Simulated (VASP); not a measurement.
# Be2ZnO3 (P1) in VASP: relaxation of cell and atoms with PBE

Aim: the relaxation of cell and atoms of Be2ZnO3 with PBE.

Everything below comes from runs of VASP 6.6.1. Logs are shortened: lines on timing, memory, paths and dates and some standing lists are left out, and cuts for length are marked.

## 1. The cell of the first run

The typed cell holds 12 atoms: a = 4.935 Å, b = 5.056 Å, c = 5.062 Å, α = 59.99°, β = 80.30°, γ = 72.87°.

## 2. Relaxation of cell and atoms, PBE

INCAR

```
PREC     = Accurate       # precision mode
ENCUT    = 600            # plane-wave cutoff, eV
EDIFF    = 1E-7           # SCF threshold, eV
ISMEAR   = 0              # smearing method
SIGMA    = 0.1            # smearing width, eV
LREAL    = False          # projectors in reciprocal space
LASPH    = True           # aspherical terms in the spheres
NELM     = 60             # most SCF steps
ALGO     = Normal         # electronic algorithm
ISIF     = 3              # what is computed and relaxed
LWAVE    = False          # write WAVECAR
LCHARG   = False          # write CHGCAR
GGA      = PE             # functional
IBRION   = 2              # ionic algorithm
NSW      = 80             # ionic steps
EDIFFG   = -0.025         # ionic threshold
```

KPOINTS

```
Automatic mesh
0
Gamma
  4 4 4
```

POSCAR

```
Be2ZnO3
1.0
    1.4986534320     -0.0610260702     -4.7017436908
    5.0560519858     -0.0026222376      0.0481559341
    2.5303767509     -4.3845351637     -0.0320927175
Be Zn O
4 2 6
Direct
    0.9445409145      0.4299848344      0.1618151631
   -0.0098964452      0.7463688645      0.5106760445
    0.5417248070      0.5927390594      0.8486837932
    0.4812571359      0.2379744363      0.5082115787
    1.0082451225      0.1093731941      0.8039067003
    0.5115477883      0.9150249734      0.1619196277
    0.8368446560      0.4921556726      0.8367148810
    0.9279900089      0.7634996966      0.2187447081
    0.8593869410      0.1117125773      0.4661265366
    0.4020613382      0.3502586117      0.1295722644
    0.4027400911      0.9347837364      0.7938356286
    0.3435576420      0.5661243431      0.5597930738
```

Potentials or basis: VASP PAW PBE potentials, release 64 (Be, Zn, O).

Started as:

```bash
$ cat potpaw_PBE.64/Be/POTCAR potpaw_PBE.64/Zn/POTCAR potpaw_PBE.64/O/POTCAR > POTCAR
$ mpirun -np 1 vasp_std > vasp.out
```

OUTCAR:

```text
PREC = Accurate
   ENCUT = 600
   EDIFF = 1E-7
   ISMEAR = 0
   LREAL = False
   LASPH = True
   NELM = 60
   ISIF = 3
   GGA = PE
   IBRION = 2
   NSW = 80
   EDIFFG = -0.025

 ion  position               nearest neighbor table
   1  0.945  0.430  0.162-   7 1.66   9 1.69   8 1.82  10 2.17
   2  0.990  0.746  0.511-   8 1.51   9 1.68  12 1.71   7 1.73
   3  0.542  0.593  0.849-   7 1.40  11 1.56  10 1.56  12 1.97
   4  0.481  0.238  0.508-  11 1.59  12 1.73  10 1.78   9 1.80   5 2.62
   5  0.008  0.109  0.804-  11 1.89   7 1.95   9 1.97   8 2.02   4 2.62   6 2.90   6 2.95
   6  0.512  0.915  0.162-  11 1.97   8 1.99  10 2.03  12 2.14   5 2.90   5 2.95
   7  0.837  0.492  0.837-   3 1.40   1 1.66   2 1.73   5 1.95
   8  0.928  0.763  0.219-   2 1.51   1 1.82   6 1.99   5 2.02
   9  0.859  0.112  0.466-   2 1.68   1 1.69   4 1.80   5 1.97
  10  0.402  0.350  0.130-   3 1.56   4 1.78   6 2.03   1 2.17
  11  0.403  0.935  0.794-   3 1.56   4 1.59   5 1.89   6 1.97
  12  0.344  0.566  0.560-   2 1.71   4 1.73   3 1.97   6 2.14

  LATTYP: Found a triclinic cell.
 ALAT       =     7.6423364254
 B/A-ratio  =     0.6457695222
 C/A-ratio  =     1.1471844022
 COS(alpha) =     0.0247350781
 COS(beta)  =     0.5898739270
 COS(gamma) =     0.7574086027

  Lattice vectors:

 A1 = (  -4.0290301829,   4.4455612339,   4.7338364083)
 A2 = (  -1.4986534320,   0.0610260702,   4.7017436908)
 A3 = (  -0.0047015160,   8.7664480898,   0.1123413691)

Analysis of symmetry for initial positions (statically):
=====================================================================
 Subroutine PRICEL returns:
 Original cell was already a primitive cell.

 Routine SETGRP: Setting up the symmetry group for a
 triclinic supercell.

 Subroutine GETGRP returns: Found  1 space group operations
 (whereof  1 operations were pure point group operations)
 out of a pool of  2 trial point group operations.

The static configuration has the point symmetry C_1 .

Analysis of symmetry for dynamics (positions and initial velocities):
=====================================================================
 Subroutine PRICEL returns:
 Original cell was already a primitive cell.

 Routine SETGRP: Setting up the symmetry group for a
 triclinic supercell.

 Subroutine GETGRP returns: Found  1 space group operations
 (whereof  1 operations were pure point group operations)
 out of a pool of  2 trial point group operations.

The dynamic configuration has the point symmetry C_1 .

[... 140 lines left out ...]
  Fermi-wavevector in a.u.,A,eV,Ry     =   1.418648  2.680856 27.382575  2.012562
  Thomas-Fermi vector in A             =   2.539752
   LORBIT       =      0    0 simple, 1 ext, 2 COOP (PROOUT), +10 PAW based schemes
   GGA     = PE    functional components
   LHFCALC =     F    Hartree Fock is set to
   AEXX    =    0.0000 exact exchange contribution
   IVDW    =     0    specifies the selected vdW correction
   LEPSILON=     F    determine dielectric tensor
   LRPA    =     F    only Hartree local field effects (RPA)
 conjugate gradient relaxation of ions
 non-spin polarized calculation
 Gauss-broadening in eV      SIGMA  =   0.10
  energy-cutoff  :      600.00
  volume of cell :      104.50
 maximum number of plane-waves:      3502
   NGX = 19   NGY = 21   NGZ = 21

--------------------------------------- Ionic step        1  -------------------------------------------

 number of electron      68.0000005 magnetization

 Free energy of the ion-electron system (eV)
  ---------------------------------------------------
  ext. energy  EPLUGINS =         0.00000000
  ---------------------------------------------------
  free energy    TOTEN  =       -71.48326960 eV

  energy without entropy =      -71.48326960  energy(sigma->0) =      -71.48326960

------------------------ aborting loop because EDIFF is reached ----------------------------------------

  FORCE on cell =-STRESS in cart. coord.  units (eV):
  Direction    XX          YY          ZZ          XY          YZ          ZX
  --------------------------------------------------------------------------------------
  -------------------------------------------------------------------------------------
  Total       -3.3846766      1.1678345      8.7368758     -1.4289124     -0.2710286     -0.2481966
  in kB      -51.8941501     17.9053382    133.9545263    -21.9082072     -4.1554335     -3.8053719
  external PRESSURE =      33.3219048 kB  Pullay stress =       0.0000000 kB
[... 119 lines left out ...]
  FREE ENERGIE OF THE ION-ELECTRON SYSTEM (eV)
  ---------------------------------------------------
  free  energy   TOTEN  =       -73.2962527506 eV

  energy  without entropy=      -73.2962527506  energy(sigma->0) =      -73.29625275

[... ionic steps 4 to 14 ...]

--------------------------------------- Ionic step       15  -------------------------------------------

 number of electron      67.9999992 magnetization

------------------------ aborting loop because EDIFF is reached ----------------------------------------
[... 87 lines left out ...]
--------------------------------------- Ionic step       17  -------------------------------------------

 number of electron      67.9999997 magnetization

 Free energy of the ion-electron system (eV)
  ---------------------------------------------------
  ext. energy  EPLUGINS =         0.00000000
  ---------------------------------------------------
  free energy    TOTEN  =       -73.95305117 eV

  energy without entropy =      -73.95305117  energy(sigma->0) =      -73.95305117

 E-fermi :   3.0415     XC(G=0): -11.2206

 val. band max:        2.5692286839   @ k =   0.0000   0.0000   0.0000
 cond. band min:       6.1008333698   @ k =   0.0000   0.0000   0.0000
 fundamental gap:      3.5316046859
 Fermi energy:         3.0414639817

 k-point     1 :       0.0000    0.0000    0.0000
  band No.  band energies     occupation
      1     -15.8265      2.00000
      2     -14.5145      2.00000
      3     -14.3112      2.00000
      4     -14.1797      2.00000
      5     -14.1625      2.00000
      6     -14.0217      2.00000
[... 1045 lines left out ...]
     40      12.3821      0.00000
     41      13.4210      0.00000

 [... further k-points ...]

------------------------ aborting loop because EDIFF is reached ----------------------------------------

  FORCE on cell =-STRESS in cart. coord.  units (eV):
  Direction    XX          YY          ZZ          XY          YZ          ZX
  --------------------------------------------------------------------------------------
  -------------------------------------------------------------------------------------
  Total        0.0346161     -0.0247091      0.0112802      0.0061157     -0.0186828     -0.0373783
  in kB        0.5433728     -0.3878616      0.1770656      0.0959985     -0.2932661     -0.5867306
  external PRESSURE =       0.1108589 kB  Pullay stress =       0.0000000 kB
[... 27 lines left out ...]
  FREE ENERGIE OF THE ION-ELECTRON SYSTEM (eV)
  ---------------------------------------------------
  free  energy   TOTEN  =       -73.9530511685 eV

  energy  without entropy=      -73.9530511685  energy(sigma->0) =      -73.95305117

 reached required accuracy - stopping structural energy minimisation
```

OSZICAR:

```text
N       E                     dE             d eps       ncg     rms          rms(c)
DAV:   1     0.788496677800E+03    0.78850E+03   -0.35960E+04  2952   0.225E+03
DAV:   2     0.353315102146E+02   -0.75317E+03   -0.71884E+03  3240   0.547E+02
[... 194 lines left out ...]
DAV:   1    -0.739531540143E+02   -0.59042E-03   -0.35106E-01  2961   0.356E+00    0.174E-01
DAV:   2    -0.739531096337E+02    0.44381E-04   -0.57239E-03  3992   0.881E-01    0.715E-02
DAV:   3    -0.739530717346E+02    0.37899E-04   -0.18373E-04  3359   0.108E-01    0.409E-02
DAV:   4    -0.739530511704E+02    0.20564E-04   -0.50567E-05  4581   0.723E-02    0.807E-03
DAV:   5    -0.739530513336E+02   -0.16315E-06   -0.16413E-05  3303   0.329E-02    0.526E-03
DAV:   6    -0.739530512570E+02    0.76605E-07   -0.34288E-06  4686   0.209E-02    0.259E-03
DAV:   7    -0.739530511685E+02    0.88475E-07   -0.75537E-07  3671   0.844E-03
  17 F= -.73953051E+02 E0= -.73953051E+02  d E =-.487528E-03
```

Wall time 18 min (1 thread of Intel Xeon 6975P-C (Granite Rapids), shared host); peak memory 0.34 GiB.

Results:

- Free energy: -73.9531 eV
- Relaxed volume: 8.51 Å³/atom
- Relaxed cell: a = 4.919 Å, b = 4.984 Å, c = 5.032 Å, α = 60.31°, β = 81.29°, γ = 72.22°
- Space group after relaxing (to 0.1 Å): Cc (No. 9)
- Energy gained by relaxing: 205.8 meV/atom
- Ionic steps: 17
- Pressure after relaxing: 0.0 GPa
- Largest force after relaxing: 0.019 eV/Å
- Band gap on the k mesh: 3.53 eV

Forces in eV/Å, atoms in the order of the input:
```
Be   0.002  0.006  0.010
Be  -0.005 -0.002 -0.003
Be   0.014  0.007  0.011
Be  -0.001  0.005 -0.008
Zn  -0.001 -0.014 -0.001
Zn   0.003  0.009  0.001
O   -0.014  0.001 -0.009
O    0.006 -0.013  0.001
O    0.006 -0.010 -0.009
O   -0.002 -0.002 -0.004
O   -0.012  0.003  0.014
O    0.005  0.011 -0.002
```

Step by step:
| step | energy change (eV) | largest force (eV/Å) | pressure (GPa) | volume (Å³) |
| --- | --- | --- | --- | --- |
| 1 | 0.0000 | 5.8449 | 3.33 | 104.50 |
| 2 | -1.8045 | 1.7021 | -3.86 | 107.19 |
| 3 | -1.8130 | 1.6512 | -3.78 | 106.73 |
| 4 | -1.8186 | 1.6832 | -3.85 | 106.91 |
| 5 | -2.1731 | 0.8842 | -0.58 | 103.99 |
| 6 | -2.1830 | 1.0248 | 0.24 | 103.43 |
| 7 | -2.3665 | 0.6533 | -0.03 | 102.70 |
| 8 | -2.3925 | 0.7203 | 0.23 | 102.30 |
| 9 | -2.4495 | 0.3085 | -0.18 | 102.25 |
| 10 | -2.4495 | 0.2983 | -0.18 | 102.25 |
| 11 | -2.4636 | 0.0996 | 0.12 | 102.09 |
| 12 | -2.4645 | 0.1305 | 0.23 | 102.04 |
| 13 | -2.4675 | 0.0629 | -0.15 | 102.22 |
| 14 | -2.4677 | 0.0797 | -0.31 | 102.30 |
| 15 | -2.4692 | 0.0588 | 0.02 | 102.07 |
| 16 | -2.4693 | 0.0528 | 0.15 | 101.99 |
| 17 | -2.4698 | 0.0191 | 0.01 | 102.07 |

Final structure:
```
Be Zn O
1.0
     1.51360    0.00082   -4.68065
     4.98420   -0.00017    0.01189
     2.49194   -4.37183    0.00400
Be Zn O
4 2 6
Cartesian
  4.0308 -0.7309 -4.6737
  4.9668 -2.2552 0.0086
  5.7650 -3.6409 -2.3287
  3.2308 -2.1164 -2.3374
  4.0119 -3.6071 -4.6325
  5.7458 -0.7629 -2.2851
  5.8833 -3.6749 -4.0205
  5.5906 -0.9524 -4.2352
  3.0787 -1.9724 -4.0512
  2.6331 -0.6964 -1.6852
  7.3259 -3.4181 -1.8903
  4.8138 -2.3986 -1.7054
```
